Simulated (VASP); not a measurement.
# HfB2 (P6/mmm) in VASP: notebook

HfB2 is run at these levels: PBE; tasks: single point.

Everything below comes from runs of VASP 6.6.1. Logs are shortened: lines on timing, memory, paths and dates and some standing lists are left out, and cuts for length are marked.

### Step 1. The cell of the first run

It takes space group P6/mmm (No. 191, hexagonal). The conventional cell has a = 3.049 Å, b = 3.049 Å, c = 3.360 Å, α = 90.00°, β = 90.00°, γ = 120.00°. Within 3.2 Å of Hf (site symmetry 6/mmm) lie 12 B at 2.43 Å and 6 Hf at 3.05 Å. B (site symmetry -6m2) has 3 B at 1.76 Å within 2.3 Å.

### Step 2. Single point, PBE

Contents of INCAR:

```
SYSTEM = HfB2
PREC     = Accurate       ! precision mode
ENCUT    = 520            ! plane-wave cutoff, eV
EDIFF    = 1E-7           ! SCF threshold, eV
ISMEAR   = -1             ! smearing method
SIGMA    = 0.05           ! smearing width, eV
LREAL    = .False.        ! projectors in reciprocal space
LASPH    = .True.         ! aspherical terms in the spheres
NELM     = 80             ! most SCF steps
ALGO     = Normal         ! electronic algorithm
ISIF     = 2              ! what is computed and relaxed
LWAVE    = .False.        ! write WAVECAR
LCHARG   = .True.         ! write CHGCAR
GGA      = PE             ! functional
LELF     = .True.         ! ELF
LVHAR    = .True.       
NBANDS   = 15             ! bands
```

Contents of KPOINTS:

```
regular mesh
0
Gamma
  10 10 8
  0 0 0
```

Contents of POSCAR:

```
HfB2
1.0
    3.0489119002      0.0000000000      0.0000000000
   -1.5244559501      2.6404351595      0.0000000000
    0.0000000000      0.0000000000      3.3597546227
Hf B
1 2
Direct
    0.0000000000      0.0000000000      0.0000000000
    0.6666666667      0.3333333333      0.5000000000
    0.3333333333      0.6666666667      0.5000000000
```

Potentials or basis: VASP PAW PBE potentials, release 64 (Hf_pv, B).

On the command line:

```console
$ cat potpaw_PBE.64/Hf_pv/POTCAR potpaw_PBE.64/B/POTCAR > POTCAR
$ mpirun -np 1 vasp_std > vasp.out
```

OUTCAR:

```text
SYSTEM = HfB2
   PREC = Accurate
   ENCUT = 520
   EDIFF = 1E-7
   ISMEAR = -1
   LREAL = .False.
   LASPH = .True.
   NELM = 80
   ISIF = 2
   GGA = PE

 ion  position               nearest neighbor table
   1  0.000  0.000  0.000-   2 2.43   3 2.43   2 2.43   3 2.43   2 2.43   2 2.43   3 2.43   3 2.43
                             2 2.43   2 2.43   3 2.43   3 2.43
   2  0.667  0.333  0.500-   3 1.76   3 1.76   3 1.76   1 2.43   1 2.43   1 2.43   1 2.43   1 2.43
                             1 2.43
   3  0.333  0.667  0.500-   2 1.76   2 1.76   2 1.76   1 2.43   1 2.43   1 2.43   1 2.43   1 2.43
                             1 2.43

  LATTYP: Found a hexagonal cell.
 ALAT       =     3.0489119002
 C/A-ratio  =     1.1019520185

  Lattice vectors:

 A1 = (   3.0489119002,   0.0000000000,   0.0000000000)
 A2 = (  -1.5244559501,   2.6404351595,   0.0000000000)
 A3 = (   0.0000000000,   0.0000000000,   3.3597546227)

Analysis of symmetry for initial positions (statically):
=====================================================================
 Subroutine PRICEL returns:
 Original cell was already a primitive cell.

 Routine SETGRP: Setting up the symmetry group for a
 hexagonal supercell.

 Subroutine GETGRP returns: Found 24 space group operations
 (whereof 24 operations were pure point group operations)
 out of a pool of 24 trial point group operations.

The static configuration has the point symmetry D_6h.

Analysis of symmetry for dynamics (positions and initial velocities):
=====================================================================
 Subroutine PRICEL returns:
 Original cell was already a primitive cell.

 Routine SETGRP: Setting up the symmetry group for a
 hexagonal supercell.

 Subroutine GETGRP returns: Found 24 space group operations
 (whereof 24 operations were pure point group operations)
 out of a pool of 24 trial point group operations.

The dynamic configuration has the point symmetry D_6h.

 Subroutine INISYM returns: Found 24 space group operations
 (whereof 24 operations are pure point group operations),
 and found     1 'primitive' translations

----------------------------------------------------------------------------------------

                                     Primitive cell

  volume of cell :      27.0476

  direct lattice vectors                    reciprocal lattice vectors
     3.048911900  0.000000000  0.000000000     0.327985863  0.189362726  0.000000000
    -1.524455950  2.640435159  0.000000000     0.000000000  0.378725452  0.000000000
     0.000000000  0.000000000  3.359754623     0.000000000  0.000000000  0.297640784

  length of vectors
     3.048911900  3.048911900  3.359754623     0.378725452  0.378725452  0.297640784

  position of ions in fractional coordinates (direct lattice)
     0.000000000  0.000000000  0.000000000
     0.666666667  0.333333333  0.500000000
     0.333333333  0.666666667  0.500000000

  ion indices of the primitive-cell ions
   primitive index   ion index
                 1           1
                 2           2
                 3           3

----------------------------------------------------------------------------------------

 KPOINTS: regular mesh

Automatic generation of k-mesh.
 Grid dimensions read from file:
 generate k-points for:   10   10    8

 Generating k-lattice:

  Cartesian coordinates                     Fractional coordinates (reciprocal lattice)
     0.032798586  0.018936273  0.000000000     0.100000000  0.000000000  0.000000000
     0.000000000  0.037872545  0.000000000     0.000000000  0.100000000  0.000000000
     0.000000000  0.000000000  0.037205098     0.000000000  0.000000000  0.125000000

  Length of vectors
     0.037872545  0.037872545  0.037205098

  Shift w.r.t. Gamma in fractional coordinates (k-lattice)
     0.000000000  0.000000000  0.000000000

 Subroutine IBZKPT returns following result:
 ===========================================

 Found     70 irreducible k-points:

 Following reciprocal coordinates:
            Coordinates               Weight
  0.000000  0.000000  0.000000      1.000000
  0.100000  0.000000  0.000000      6.000000
  0.200000  0.000000  0.000000      6.000000
  0.300000  0.000000  0.000000      6.000000
  0.400000 -0.000000  0.000000      6.000000
  0.500000 -0.000000  0.000000      3.000000
[... 16 lines left out ...]
  0.300000  0.100000  0.125000     24.000000
  0.400000  0.100000  0.125000     24.000000
 [... further k-points ...]
   k-points           NKPTS =     70   k-points in BZ     NKDIM =     70   number of bands    NBANDS=     15
   number of dos      NEDOS =    301   number of ions     NIONS =      3
   total plane-waves  NPLWV =  16128
   dimension x,y,z NGX =    24 NGY =   24 NGZ =   28
   dimension x,y,z NGXF=    48 NGYF=   48 NGZF=   56
   ions per type =               1   2
   NGX,Y,Z   is equivalent  to a cutoff of  13.09, 13.09, 13.85 a.u.
[... 67 lines left out ...]
  band No.  band energies     occupation
      1     -21.9011      2.00000
      2     -21.2876      2.00000
      3     -21.2876      2.00000
      4      -5.8501      2.00000
      5       5.2031      2.00000
      6       5.2857      2.00000
      7       5.2857      2.00000
      8       5.7530      2.00000
      9      12.9438      0.00000
     10      12.9438      0.00000
     11      13.6708      0.00000
     12      13.6708      0.00000
     13      13.8064      0.00000
     14      13.8064      0.00000
     15      14.0341      0.00000

 k-point     2 :       0.1000    0.0000    0.0000
  band No.  band energies     occupation
      1     -21.8833      2.00000
      2     -21.3954      2.00000
      3     -21.3109      2.00000
      4      -5.6120      2.00000
      5       4.6939      2.00000
      6       5.2931      2.00000
      7       5.4336      2.00000
      8       5.5171      2.00000
      9      12.0880      0.00000
     10      12.7113      0.00000
     11      12.7713      0.00000
     12      13.2293      0.00000
     13      14.6183      0.00000
     14      15.2440      0.00000
     15      15.4352      0.00000

 k-point     3 :       0.2000    0.0000    0.0000
  band No.  band energies     occupation
      1     -21.8364      2.00000
      2     -21.6678      2.00000
      3     -21.3715      2.00000
      4      -4.9442      2.00000
      5       3.3732      2.00000
      6       4.9949      2.00000
      7       5.2529      2.00000
      8       5.8906      2.00000
      9      10.8935      0.00000
     10      12.3587      0.00000
     11      12.5262      0.00000
     12      13.0615      0.00000
     13      15.2675      0.00000
     14      16.2359      0.00000
     15      17.1789      0.00000

 k-point     4 :       0.3000    0.0000    0.0000
  band No.  band energies     occupation
      1     -21.9871      2.00000
      2     -21.7778      2.00000
      3     -21.4453      2.00000
      4      -3.9524      2.00000
      5       1.8579      2.00000
      6       4.4737      2.00000
      7       5.1105      2.00000
      8       5.9001      2.00000
      9      11.1620      0.00000
     10      11.9093      0.00000
     11      11.9729      0.00000
     12      13.1660      0.00000
     13      15.4391      0.00000
     14      17.8087      0.00000
     15      19.7098      0.00000
[... 307 lines left out ...]
 k-point    22 :       0.2000    0.1000    0.1250
  band No.  band energies     occupation
      1     -21.8651      2.00000
      2     -21.8366      2.00000
      3     -21.4415      2.00000
      4      -4.1117      2.00000
      5       2.5493      2.00000
      6       3.9528      2.00000
      7       4.7113      2.00000
      8       7.0062      2.00000
      9       9.1816      0.00000
     10      12.4407      0.00000
     11      13.0574      0.00000
     12      14.0912      0.00000
     13      15.7762      0.00000
     14      16.4493      0.00000
     15      18.4720      0.00000

 k-point    23 :       0.3000    0.1000    0.1250
  band No.  band energies     occupation
      1     -22.1071      2.00000
      2     -21.7995      2.00000
      3     -21.5269      2.00000
      4      -3.0642      2.00000
      5       1.0393      2.00000
      6       3.7236      2.00000
      7       4.5431      2.00000
      8       6.4721      2.00000
      9       9.6196      0.00000
     10      12.1440      0.00000
     11      13.2444      0.00000
     12      14.6954      0.00000
     13      16.7557      0.00000
     14      17.5108      0.00000
     15      20.4247      0.00000

 k-point    24 :       0.4000    0.1000    0.1250
  band No.  band energies     occupation
      1     -22.2626      2.00000
      2     -21.7647      2.00000
      3     -21.5791      2.00000
      4      -1.8494      2.00000
      5      -0.4118      2.00000
      6       3.5568      2.00000
      7       4.4864      2.00000
      8       6.0032      2.00000
      9       9.7366      0.00000
     10      13.0583      0.00000
     11      13.1471      0.00000
     12      15.4063      0.00000
     13      16.8887      0.00000
     14      17.9568      0.00000
     15      20.4449      0.00000

 [... further k-points ...]
[... 5 lines left out ...]
  --------------------------------------------------------------------------------------
  -------------------------------------------------------------------------------------
  Total        5.0236485      5.0236485      5.1368950      0.0000000     -0.0000000      0.0000000
  in kB      297.5787312    297.5787312    304.2869537      0.0000000     -0.0000000      0.0000000
  external PRESSURE =     299.8148054 kB  Pullay stress =       0.0000000 kB

 VOLUME and BASIS-vectors are now :
 -----------------------------------------------------------------------------
  energy-cutoff  :      520.00
  volume of cell :       27.05
      direct lattice vectors                 reciprocal lattice vectors
     3.048911900  0.000000000  0.000000000     0.327985863  0.189362726  0.000000000
    -1.524455950  2.640435159  0.000000000     0.000000000  0.378725452  0.000000000
     0.000000000  0.000000000  3.359754623     0.000000000  0.000000000  0.297640784

 POSITION                                       TOTAL-FORCE (eV/Angst)
 -----------------------------------------------------------------------------------
      0.00000      0.00000      0.00000         0.000000      0.000000      0.000000
      1.52446      0.88015      1.67988         0.000000      0.000000      0.000000
     -0.00000      1.76029      1.67988        -0.000000      0.000000      0.000000
 -----------------------------------------------------------------------------------
    total drift:                               -0.000000      0.000000      0.000000

  FREE ENERGIE OF THE ION-ELECTRON SYSTEM (eV)
  ---------------------------------------------------
  free  energy   TOTEN  =       -26.1574980121 eV

  energy  without entropy=      -26.1549317496  energy(sigma->0) =      -26.15621488
```

It took 34 s on 1 thread of AMD EPYC 7R43 (Zen 3), shared host; peak memory 0.12 GiB.

Results:

| Item | Value |
| --- | --- |
| Free energy | -26.1575 eV |
| Pressure | 30.0 GPa |
| Band gap on the k mesh | zero (band 8 reaches 9.02 eV, above the bottom of band 9 at 8.15 eV) |

Stress tensor (GPa, compression positive):
```
29.76  0.00  0.00
 0.00 29.76  0.00
 0.00  0.00 30.43
```

Caveat: spin-orbit coupling is left out, which moves the levels of the heavy elements.

### Step 3. Single point, PBE

This run uses another cell than the first one, of 9.28 Å³/atom, 1.030 times its volume.

Contents of INCAR:

```
SYSTEM = HfB2
  PREC = Accurate
  ENCUT = 520
  EDIFF = 1E-7
  ISMEAR = -1
  SIGMA = 0.05
  LREAL = .FALSE.
  LASPH = .TRUE.
  NELM = 60
  ALGO = Normal
  ISIF = 2
  LWAVE = .FALSE.
  LCHARG = .TRUE.
  GGA = PE
  LELF = .TRUE.
  LVHAR = .TRUE.
  NBANDS = 15
```

Contents of KPOINTS:

```
regular mesh
0
G
  10 10 8
  0 0 0
```

Contents of POSCAR:

```
HfB2
1.0
    3.0768344725      0.0000000000      0.0000000000
   -1.5384172362      2.6646168164      0.0000000000
    0.0000000000      0.0000000000      3.3972426309
Hf B
1 2
Direct
    0.0000000000      0.0000000000      0.0000000000
    0.6666666667      0.3333333333      0.5000000000
    0.3333333333      0.6666666667      0.5000000000
```

Potentials or basis: VASP PAW PBE potentials, release 64 (Hf_pv, B).

On the command line:

```console
$ cat potpaw_PBE.64/Hf_pv/POTCAR potpaw_PBE.64/B/POTCAR > POTCAR
$ mpirun -np 1 vasp_std > vasp.out
```

Run time: 31 s. Hardware: 1 thread of AMD EPYC 7R43 (Zen 3), shared host; peak memory 0.12 GiB.

It converged, with:

* Free energy: -26.2827 eV
* Pressure: 19.8 GPa
* Band gap on the k mesh: zero (band 8 reaches 8.78 eV, above the bottom of band 9 at 7.92 eV)

Stress tensor (GPa, compression positive):
```
19.67  0.00  0.00
 0.00 19.67  0.00
 0.00  0.00 20.19
```

Levels at points of the mesh, in eV from the Fermi level:
| k point | band 5 | band 6 | band 7 | band 8 | band 9 | band 10 | band 11 | band 12 |
| --- | --- | --- | --- | --- | --- | --- | --- | --- |
| (0.00, 0.00, 0.00) | -3.03 | -2.94 | -2.94 | -2.60 | 4.48 | 4.48 | 5.17 | 5.17 |
| (0.50, 0.00, 0.00) | -8.97 | -4.22 | -3.40 | -2.94 | 2.39 | 3.06 | 6.22 | 6.28 |
| (0.00, 0.00, 0.50) | -8.49 | -1.11 | -1.11 | 0.42 | 0.42 | 1.17 | 1.17 | 2.61 |
| (0.50, 0.00, 0.50) | -7.46 | -5.10 | -4.82 | -2.42 | 4.49 | 4.72 | 6.88 | 8.04 |

Caveat: spin-orbit coupling is left out, which moves the levels of the heavy elements.

### Step 4. Single point, PBE

This run uses another cell than the first one, of 9.77 Å³/atom, 1.084 times its volume.

Contents of INCAR:

```
  PREC = Accurate
  ENCUT = 520
  EDIFF = 1E-6
  ISMEAR = -1
  SIGMA = 0.05
  LREAL = F
  LASPH = T
  NELM = 80
  ALGO = Normal
  ISIF = 2
  LWAVE = F
  LCHARG = T
  GGA = PE
  LELF = T
  LVHAR = T
  NBANDS = 15
```

Contents of KPOINTS:

```
Automatic mesh
0
Gamma
  10 10 8
```

Contents of POSCAR:

```
HfB2
1.0
    3.1254277859      0.0000000000      0.0000000000
   -1.5627138929      2.7066998603      0.0000000000
    0.0000000000      0.0000000000      3.4644276704
Hf B
1 2
Direct
    0.0000000000      0.0000000000      0.0000000000
    0.6666666667      0.3333333333      0.5000000000
    0.3333333333      0.6666666667      0.5000000000
```

On the command line:

```console
$ cat potpaw_PBE.64/Hf_pv/POTCAR potpaw_PBE.64/B/POTCAR > POTCAR
$ mpirun -np 1 vasp_std > vasp.out
```

Wall time 29 s (1 thread of AMD EPYC 7R43 (Zen 3), shared host); peak memory 0.13 GiB.

Results (log left out):

```yaml
Free_energy: -26.3921 eV
Pressure: 4.7 GPa
Band_gap_on_the_k_mesh: zero (band 8 reaches 8.38 eV, above the bottom of band 9 at 7.53 eV)
```

Stress tensor (GPa, compression positive):
```
4.55 0.00 0.00
0.00 4.55 0.00
0.00 0.00 4.87
```

Levels at points of the mesh, in eV from the Fermi level:
| k point | band 6 | band 7 | band 8 | band 9 | band 10 | band 11 |
| --- | --- | --- | --- | --- | --- | --- |
| (0.00, 0.00, 0.00) | -2.82 | -2.82 | -2.67 | 4.20 | 4.20 | 4.84 |
| (0.50, 0.00, 0.00) | -4.07 | -3.34 | -2.80 | 2.24 | 2.88 | 5.79 |
| (0.00, 0.00, 0.50) | -1.09 | -1.09 | 0.43 | 0.43 | 1.12 | 1.12 |
| (0.50, 0.00, 0.50) | -4.91 | -4.65 | -2.54 | 4.19 | 4.34 | 6.47 |

Caveat: spin-orbit coupling is left out, which moves the levels of the heavy elements.

### Step 5. Single point, PBE

This run uses another cell than the first one, of 9.60 Å³/atom, 1.064 times its volume.

Contents of INCAR:

```
  PREC = Accurate
  ENCUT = 520
  EDIFF = 1E-6
  ISMEAR = -1
  SIGMA = 0.05
  LREAL = F
  LASPH = T
  NELM = 100
  ALGO = Normal
  ISIF = 2
  LWAVE = F
  LCHARG = F
  GGA = PE
  NBANDS = 15
```

Contents of KPOINTS:

```
regular mesh
0
Gamma
  10 10 8
```

Contents of POSCAR:

```
HfB2
1.0
    3.1082748561      0.0000000000      0.0000000000
   -1.5541374280      2.6918449873      0.0000000000
    0.0000000000      0.0000000000      3.4404662052
Hf B
1 2
Direct
    0.0000000000      0.0000000000      0.0000000000
    0.6666666667      0.3333333333      0.5000000000
    0.3333333333      0.6666666667      0.5000000000
```

On the command line:

```console
$ cat potpaw_PBE.64/Hf_pv/POTCAR potpaw_PBE.64/B/POTCAR > POTCAR
$ mpirun -np 1 vasp_std > vasp.out
```

It took 29 s on 1 thread of AMD EPYC 7R43 (Zen 3), shared host; peak memory 0.13 GiB.

The run converged. Its results:

```
Free energy            : -26.3686 eV
Pressure               : 9.7 GPa
Band gap on the k mesh : zero (band 8 reaches 8.52 eV, above the bottom of band 9 at 7.67 eV)
```

Stress tensor (GPa, compression positive):
```
9.55 0.00 0.00
0.00 9.55 0.00
0.00 0.00 9.93
```

Levels at points of the mesh, in eV from the Fermi level:
```
           k point  band 5  band 6  band 7  band 8  band 9  band 10  band 11  band 12
(0.00, 0.00, 0.00)   -2.97   -2.86   -2.86   -2.65    4.30     4.30     4.96     4.96
(0.50, 0.00, 0.00)   -8.97   -4.12   -3.36   -2.85    2.29     2.94     5.94     6.05
(0.00, 0.00, 0.50)   -8.38   -1.10   -1.10    0.43    0.43     1.14     1.14     2.46
(0.50, 0.00, 0.50)   -7.44   -4.98   -4.71   -2.50    4.29     4.48     6.61     7.65
```

Caveat: spin-orbit coupling is left out, which moves the levels of the heavy elements.

### Step 6. Single point, PBE

This run uses another cell than the first one, of 9.96 Å³/atom, 1.105 times its volume.

Contents of INCAR:

```
SYSTEM = HfB2
PREC = Accurate
ENCUT = 520
EDIFF = 1E-6
ISMEAR = -1
SIGMA = 0.05
LREAL = .FALSE.
LASPH = .TRUE.
NELM = 60
ALGO = Normal
ISIF = 2
LWAVE = .FALSE.
LCHARG = .FALSE.
GGA = PE
NBANDS = 15
```

Contents of KPOINTS:

```
regular mesh
0
G
  10 10 8
  0 0 0
```

Contents of POSCAR:

```
HfB2
1.0
    3.1439597067      0.0000000000      0.0000000000
   -1.5719798534      2.7227489745      0.0000000000
    0.0000000000      0.0000000000      3.4907438488
Hf B
1 2
Direct
    0.0000000000      0.0000000000      0.0000000000
    0.6666666667      0.3333333333      0.5000000000
    0.3333333333      0.6666666667      0.5000000000
```

Potentials or basis: VASP PAW PBE potentials, release 64 (Hf_pv, B).

On the command line:

```console
$ cat potpaw_PBE.64/Hf_pv/POTCAR potpaw_PBE.64/B/POTCAR > POTCAR
$ mpirun -np 1 vasp_std > vasp.out
```

It took 29 s on 1 thread of AMD EPYC 7R43 (Zen 3), shared host; peak memory 0.13 GiB.

Results (log left out):

* Free energy: -26.3999 eV
* Pressure: -0.4 GPa
* Band gap on the k mesh: zero (band 8 reaches 8.23 eV, above the bottom of band 9 at 7.39 eV)

Stress tensor (GPa, compression positive):
```
-0.47  0.00  0.00
 0.00 -0.47  0.00
 0.00  0.00 -0.21
```

Levels at points of the mesh, in eV from the Fermi level:
| k point | band 5 | band 6 | band 7 | band 8 | band 9 | band 10 | band 11 | band 12 |
| --- | --- | --- | --- | --- | --- | --- | --- | --- |
| (0.00, 0.00, 0.00) | -2.90 | -2.77 | -2.77 | -2.69 | 4.10 | 4.10 | 4.72 | 4.72 |
| (0.50, 0.00, 0.00) | -8.94 | -4.02 | -3.32 | -2.74 | 2.19 | 2.81 | 5.63 | 5.80 |
| (0.00, 0.00, 0.50) | -8.25 | -1.08 | -1.08 | 0.44 | 0.44 | 1.10 | 1.10 | 2.29 |
| (0.50, 0.00, 0.50) | -7.40 | -4.83 | -4.59 | -2.58 | 4.08 | 4.20 | 6.32 | 7.22 |

Caveat: spin-orbit coupling is left out, which moves the levels of the heavy elements.

### Step 7. Summary

```csv
cell,gap on the mesh (eV),pressure (GPa)
"a = 3.049, b = 3.049, c = 3.360 Å, angles 90.0, 90.0, 120.0°, 3 atoms",none,30.0
"a = 3.077, b = 3.077, c = 3.397 Å, angles 90.0, 90.0, 120.0°, 3 atoms",none,19.8
"a = 3.125, b = 3.125, c = 3.464 Å, angles 90.0, 90.0, 120.0°, 3 atoms",none,4.7
"a = 3.108, b = 3.108, c = 3.440 Å, angles 90.0, 90.0, 120.0°, 3 atoms",none,9.7
"a = 3.144, b = 3.144, c = 3.491 Å, angles 90.0, 90.0, 120.0°, 3 atoms",none,-0.4
```

Alike in all rows: task single point; level PBE; potentials or basis VASP PAW PBE potentials, release 64 (Hf_pv, B); no spin polarisation; k mesh 10 × 10 × 8; cutoff (eV) 520; smearing fermi-dirac 0.05 eV.

Caveats: spin-orbit coupling is left out, which moves the levels of the heavy elements.

Total energies depend on the potentials used, so only differences within one code and one set of settings carry meaning.
